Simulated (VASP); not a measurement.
Runs of VASP 6.6.1 on AgCl. The structure is that of space group Cmcm (No. 63), or close to it. The cells are those of the table. 

| task | cell | k mesh for the DOS | occupations for the DOS | gap on the mesh (eV) | pressure (GPa) | largest force (eV/Å) |
| --- | --- | --- | --- | --- | --- | --- |
| single point | a = 5.863, b = 5.863, c = 3.963 Å, angles 90.0, 90.0, 142.8°, 4 atoms | - | - | 0.49 | (a) | 0.02 |
| electric field gradients | a = 5.863, b = 5.863, c = 3.924 Å, angles 90.0, 90.0, 142.8°, 4 atoms | - | - | 0.49 | 1.5 | 0.01 |
| single point | a = 5.863, b = 5.863, c = 4.042 Å, angles 90.0, 90.0, 142.8°, 4 atoms | - | - | 0.50 | -0.1 | 0.03 |
| single point | a = 5.863, b = 5.863, c = 3.846 Å, angles 90.0, 90.0, 142.8°, 4 atoms | - | - | 0.48 | (b) | 0.03 |

Alike in all rows: level PBE; potentials or basis VASP PAW PBE potentials, release 64 (Ag, Cl); no spin polarisation; k mesh 9 × 9 × 8; cutoff (eV) 520; smearing fermi-dirac 0.03 eV.

**Question.** Fill in the values left out.

**Answer.** (a) 0.9; (b) 2.9.

A k mesh can miss the band edges, and the runs leave out spin-orbit coupling on Ag.
